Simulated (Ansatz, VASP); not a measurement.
# Two plane-wave programs on AgCl

```
CELL_PARAMETERS angstrom
4.25946 0.00000 0.00000
-2.12973 3.68880 0.00000
0.00000 0.00000 6.86843
ATOMIC_POSITIONS crystal
Ag 0.33333 0.66667 0.99762
Ag 0.66667 0.33333 0.49762
Cl 0.33333 0.66667 0.37738
Cl 0.66667 0.33333 0.87738
```

Alike in both runs: task single point; functional PBE; k mesh 6 × 6 × 4; no spin polarisation.

```csv
,VASP,Ansatz
version,VASP 6.6.1,Ansatz 0.2.0
potentials or method,"VASP PAW PBE potentials, release 64 (Ag, Cl)","plane waves, PAW"
plane-wave cutoff (eV),520,420
occupations,"gaussian, width 0.01 eV",fixed
valence electrons in the cell,36,52
```

Ansatz gave:

| Quantity | Value |
| --- | --- |
| gap on the k mesh at the Fermi level (eV) | 1.27 |
| pressure (GPa) | 1.0 |

Question: Which values does VASP return?

Answer: gap on the k mesh at the Fermi level (eV): 1.27; pressure (GPa): 0.9.

VASP's potentials hold 36 valence electrons a cell and Ansatz's 52, so a difference there can come from the potentials and not from the codes.
